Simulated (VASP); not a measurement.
Input of a VASP 6.6.1 run:

INCAR

```
  PREC = Accurate
  ENCUT = 520
  EDIFF = 1E-6
  ISMEAR = -1
  SIGMA = 0.15
  LREAL = False
  LASPH = True
  NELM = 150
  ALGO = Normal
  ISIF = 2
  LWAVE = False
  LCHARG = True
  ISPIN = 2
  MAGMOM = 1.5
  LORBIT = 11
  LMAXMIX = 4
  GGA = PE
  LELF = True
  LVHAR = True
  NBANDS = 15
```

KPOINTS

```
regular mesh
0
Gamma
  4 4 4
```

Contents of POSCAR:

```
Ni
1.0
    2.4917520000      0.0000000000      0.0000000000
    1.2458760000      2.1579205319      0.0000000000
    1.2458760000      0.7193068440      2.0345069885
Ni
1
Direct
    0.0000000000      0.0000000000      0.0000000000
```

Potentials or basis: VASP PAW PBE potentials, release 64 (Ni).

The run is started by

```console
$ cat potpaw_PBE.64/Ni/POTCAR > POTCAR
$ mpirun -np 1 vasp_std > vasp.out
```

Task: Estimate the net moment.

Result: 0.52 μB per cell.

Task: What does it give for the site moments?

Result: Ni +0.54 μB.

Task: Predict the pressure.

Result: -3.7 GPa.

Caveat: the k points lie up to 0.77 Å⁻¹ apart.
